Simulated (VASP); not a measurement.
A run of VASP 6.6.1 is set up as follows.

The input INCAR:

```
SYSTEM = SrBr2
ALGO     = Normal         ! electronic algorithm
EDIFF    = 1E-8           ! SCF threshold, eV
ENCUT    = 520            ! plane-wave cutoff, eV
ISIF     = 2              ! what is computed and relaxed
ISMEAR   = -1             ! smearing method
LASPH    = .True.         ! aspherical terms in the spheres
LCHARG   = .False.        ! write CHGCAR
LEFG     = .True.       
LREAL    = .False.        ! projectors in reciprocal space
LWAVE    = .False.        ! write WAVECAR
NBANDS   = 19             ! bands
NELM     = 100            ! most SCF steps
PREC     = Accurate       ! precision mode
SIGMA    = 0.03           ! smearing width, eV
```

KPOINTS

```
k-points
0
Gamma
  10 10 5
  0 0 0
```

File POSCAR:

```
SrBr2
1.0
    4.2018144460      0.0000000000      0.0000000000
   -2.1009072230      3.6388780522      0.0000000000
    0.0000000000      0.0000000000      7.2898609864
Sr Br
1 2
Direct
    0.0000000000      0.0000000000      0.0000000000
    0.3333333333      0.6666666667      0.2438124328
    0.3333333333      0.6666666667      0.7561875672
```

Potentials or basis: VASP PAW LDA potentials, release 64 (Sr_sv, Br).

The run is started by

```sh
$ cat potpaw_LDA.64/Sr_sv/POTCAR potpaw_LDA.64/Br/POTCAR > POTCAR
$ mpirun -np 1 vasp_std > vasp.out
```

Problem. Estimate the largest force.

Solution. 0.028 eV/Å.

Problem. Predict the pressure.

Solution. 0.1 GPa.

Problem. Estimate the band gap on the k mesh.

Solution. 3.68 eV, indirect (least direct gap 3.70 eV).

Forces in eV/Å, atoms in the order of the input:
```
Sr   0.000  0.000  0.000
Br   0.000  0.000  0.028
Br   0.000  0.000 -0.028
```

Caveat: without QUAD_EFG the Cq values of the log hold for a quadrupole moment of 1 mb, not for the nuclei. LDA gaps usually lie below the measured ones, often by a third to a half.
